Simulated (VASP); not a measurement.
Write the native input for VASP 6.6.1 that does the following.

```
Task                   : single point
Functional             : PBEsol
Potentials or basis    : VASP PAW PBE potentials, release 64 (Bi_d)
Cutoff                 : 520 eV
k mesh                 : 12 × 12 × 7
Occupations            : fermi-dirac, width 0.1 eV
Spin                   : no spin polarisation
Dipole correction      : no
Further INCAR settings : ALGO = Normal; EDIFF = 1e-06; NBANDS = 22
```

The structure of Bi lies in POSCAR:

```
Bi
1.0
    2.8015478004      0.0000000000      0.0000000000
   -1.4007739002      2.4262115651      0.0000000000
    0.0000000000      0.0000000000      4.4360324136
Bi
2
Direct
    0.3333333333      0.6666666667      0.2500000000
    0.6666666667      0.3333333333      0.7500000000
```

These files were run (other wordings do the same):

INCAR

```
SYSTEM = Bi
PREC = Accurate
ENCUT = 520
EDIFF = 1E-6
ISMEAR = -1
SIGMA = 0.1
LREAL = .False.
LASPH = .True.
NELM = 100
ALGO = Normal
ISIF = 2
LWAVE = .False.
LCHARG = .False.
GGA = PS
NBANDS = 22
```

KPOINTS

```
regular mesh
0
Gamma
  12 12 7
  0 0 0
```

Potentials or basis: VASP PAW PBE potentials, release 64 (Bi_d).

The run is started by

```console
$ cat potpaw_PBE.64/Bi_d/POTCAR > POTCAR
$ mpirun -np 1 vasp_std > vasp.out
```

It gave:

* Pressure: 209.1 GPa
* Band gap on the k mesh: zero (band 15 reaches 27.47 eV, above the bottom of band 16 at 15.42 eV)

Caveat: the PAW data sets were made with another functional, which shifts forces and pressure a little; spin-orbit coupling is left out, which moves the levels of the heavy elements.

It took 30 s on 1 thread of Intel(R) Xeon(R) Platinum 8259CL CPU @ 2.50GHz (Skylake/Cascade Lake) (shared host), peak memory 0.17 GiB.
